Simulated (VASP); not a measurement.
Here is a VASP 6.6.1 calculation.

File INCAR:

```
PREC = Accurate
ENCUT = 520
EDIFF = 1E-6
ISMEAR = 0
SIGMA = 0.15
LREAL = F
LASPH = T
NELM = 80
ALGO = Normal
ISIF = 2
LWAVE = F
LCHARG = F
GGA = PS
NBANDS = 28
```

Contents of KPOINTS:

```
Automatic mesh
0
Gamma
  12 12 10
```

Contents of POSCAR:

```
SnO
1.0
    3.6458825981      0.0000000000      0.0000000000
    0.0000000000      3.6458825981      0.0000000000
    0.0000000000      0.0000000000      4.5517534278
Sn O
2 2
Direct
    0.0000000000      0.5000000000      0.2425296443
    0.5000000000      0.0000000000      0.7574703557
    0.0000000000      0.0000000000      0.0000000000
    0.5000000000      0.5000000000      0.0000000000
```

Potentials or basis: VASP PAW PBE potentials, release 64 (Sn_d, O).

Command:

```sh
$ cat potpaw_PBE.64/Sn_d/POTCAR potpaw_PBE.64/O/POTCAR > POTCAR
$ mpirun -np 1 vasp_std > vasp.out
```

**Question.** What does it give for the band gap on the k mesh?

**Answer.** Zero (bands 20 and 21 overlap by 0.61 eV).

**Question.** What does it give for the pressure?

**Answer.** 16.9 GPa.

Stress tensor (GPa, compression positive):
```
18.09  0.00  0.00
 0.00 18.09  0.00
 0.00  0.00 14.42
```

Caveat: the cell stands under pressure; semilocal functionals underestimate gaps, so a narrow gap can read as zero; the PAW data sets were made with another functional, which shifts forces and pressure a little; spin-orbit coupling is left out, which moves the levels of the heavy elements.
